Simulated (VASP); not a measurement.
Here is a VASP 6.6.1 calculation.

INCAR

```
SYSTEM = Be2H
PREC = Accurate
ENCUT = 520
EDIFF = 1E-6
ISMEAR = 0
SIGMA = 0.1
LREAL = .FALSE.
LASPH = .TRUE.
NELM = 100
ALGO = Normal
ISIF = 2
LWAVE = .FALSE.
LCHARG = .FALSE.
GGA = PE
NBANDS = 10
```

File KPOINTS:

```
regular mesh
0
G
  20 20 12
  0 0 0
```

File POSCAR:

```
Be2H
1.0
    2.3285738469      0.0000000000      0.0000000000
    0.0000000000      2.3285738469      0.0000000000
    0.0000000000      0.0000000000      4.1933892581
Be H
2 1
Direct
    0.5000000000      0.5000000000      0.2549984763
    0.5000000000      0.5000000000      0.7450015237
    0.0000000000      0.0000000000      0.0000000000
```

Potentials or basis: VASP PAW PBE potentials, release 64 (Be, H).

Launch:

```sh
$ cat potpaw_PBE.64/Be/POTCAR potpaw_PBE.64/H/POTCAR > POTCAR
$ mpirun -np 1 vasp_std > vasp.out
```

(1) Predict the pressure.

Results:

(1) 0.0 GPa.
